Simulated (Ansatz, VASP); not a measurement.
## Two plane-wave programs on B

```xyz
2
Lattice="1.7357 -1.4649 0.0024 1.7357 1.4649 0.0024 -1.5349 0.0000 2.7229" Properties=species:S:1:pos:R:3 pbc="T T T"
B     1.6631    0.0000    0.8425
B     0.2733    0.0000    1.8851
```

Alike in both runs: functional PBE; k mesh 26 × 26 × 20; occupations gaussian, width 0.1 eV; no spin polarisation.

Ansatz relaxed the structure, and its values are those at the end. VASP's run is a single point on that final structure, the one shown.

|  | VASP | Ansatz |
| --- | --- | --- |
| version | VASP 6.6.1 | Ansatz 0.2.0 |
| potentials or method | VASP PAW PBE potentials, release 64 (B), cutoff 520 eV | scalar-relativistic, plane waves, PAW |
| valence electrons in the cell | 6 | 6 |

```tsv
	VASP	Ansatz	Ansatz less VASP
gap on the k mesh at the Fermi level (eV)	none	none	-
pressure (GPa)	0.0	0.0	+0.04
```

A gap of «none» marks a metal or a gap that the smearing closes. With one functional, cell and mesh, what is left measures potentials, basis and numerics.
